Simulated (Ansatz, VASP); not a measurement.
Two plane-wave programs on As2Se

```
As Se
1.0
     5.35993    0.00000    0.00000
     0.00000    5.35993    0.00000
     0.00000    0.00000    2.66731
As Se
2 1
Direct
  0.00000 0.50000 0.00000
  0.50000 0.00000 0.00000
  0.00000 0.00000 0.00000
```

Change from the starting cell: species swapped into the CuI2 type (P4/mmm, No. 123).

Alike in both runs: functional PBE; k mesh 4 × 4 × 5; occupations gaussian, width 0.2 eV; no spin polarisation.

Ansatz relaxed the structure, and its values are those at the end. VASP's run is a single point on that final structure, the one shown.

|  | VASP | Ansatz |
| --- | --- | --- |
| version | VASP 6.6.1 | Ansatz 0.2.0 |
| potentials or method | VASP PAW PBE potentials, release 64 (As, Se), cutoff 500 eV | scalar-relativistic, plane waves, PAW |
| valence electrons in the cell | 16 | 46 |

|  | VASP | Ansatz | Ansatz less VASP |
| --- | --- | --- | --- |
| gap on the k mesh at the Fermi level (eV) | none | none | - |
| pressure (GPa) | 0.3 | 0.2 | -0.07 |

A gap of «none» marks a metal or a gap that the smearing closes. The functional is the same, so the differences come from potentials, cutoffs and numerics. VASP's potentials hold 16 valence electrons a cell and Ansatz's 46, so a difference there can come from the potentials and not from the codes.

The k mesh is coarse, so the values compare programs but aren't converged.
